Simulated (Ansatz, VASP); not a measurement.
Two plane-wave programs on GaN

```
Ga N
1.0
     0.00000    1.99250    1.99250
     1.99250    0.00000    1.99250
     1.99250    1.99250    0.00000
Ga N
1 1
Direct
  0.50000 0.50000 0.50000
  0.00000 0.00000 0.00000
```

Alike in both runs: task electric field gradients; functional LDA; k mesh 13 × 13 × 13; occupations fermi-dirac, width 0.02 eV; no spin polarisation.

|  | VASP | Ansatz |
| --- | --- | --- |
| version | VASP 6.6.1 | Ansatz 0.2.0 |
| potentials or method | VASP PAW LDA potentials, release 64 (Ga_d, N) | plane-wave PAW, scalar-relativistic |
| plane-wave cutoff (eV) | 520 | 420 |
| valence electrons in the cell | 18 | 18 |

```tsv
	VASP	Ansatz	Ansatz less VASP
gap on the k mesh at the Fermi level (eV)	1.73	1.71	-0.019
```

LDA's correlation is that of Perdew and Zunger in VASP and of Perdew and Wang (1992) in Ansatz.
